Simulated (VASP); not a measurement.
Write the native input for VASP 6.6.1 that does the following.

```yaml
Task: single point
Functional: PBEsol
Potentials_or_basis: VASP PAW PBE potentials, release 64 (Ta_pv, N)
Cutoff: 520 eV
k_mesh: 18 × 18 × 10
Occupations: gaussian, width 0.15 eV
Spin: no spin polarisation
Dipole_correction: no
Further_INCAR_settings: ALGO = Normal; EDIFF = 1e-06; NBANDS = 20
```

The structure of Ta2N lies in POSCAR:

```
Ta2N
1.0
    3.1298928981      0.0000000000      0.0000000000
   -1.5649464491      2.7105667609      0.0000000000
    0.0000000000      0.0000000000      4.7593151409
Ta N
2 1
Direct
    0.6666666667      0.3333333333      0.7463700642
    0.3333333333      0.6666666667      0.2536299358
    0.0000000000      0.0000000000      0.0000000000
```

The input as run:

INCAR

```
SYSTEM = Ta2N
PREC = Accurate
ENCUT = 520
EDIFF = 1E-6
ISMEAR = 0
SIGMA = 0.15
LREAL = .FALSE.
LASPH = .TRUE.
NELM = 100
ALGO = Normal
ISIF = 2
LWAVE = .FALSE.
LCHARG = .TRUE.
GGA = PS
LELF = .TRUE.
LVHAR = .TRUE.
NBANDS = 20
```

KPOINTS

```
regular mesh
0
G
  18 18 10
  0 0 0
```

Potentials or basis: VASP PAW PBE potentials, release 64 (Ta_pv, N).

Run with:

```bash
$ cat potpaw_PBE.64/Ta_pv/POTCAR potpaw_PBE.64/N/POTCAR > POTCAR
$ mpirun -np 1 vasp_std > vasp.out
```

Results of the run:

| Quantity | Value |
| --- | --- |
| Pressure | -5.0 GPa |
| Largest force | 0.277 eV/Å |
| Band gap on the k mesh | zero (an odd number of electrons rules out a gap without spin polarisation) |

Caveat: the stress differs along the axes, from -7 to -1 GPa; the PAW data sets were made with another functional, which shifts forces and pressure a little; spin-orbit coupling is left out, which moves the levels of the heavy elements.

Wall time 3.9 min on 1 thread of Intel Xeon 8259CL, with other jobs on the host, peak memory 0.35 GiB.
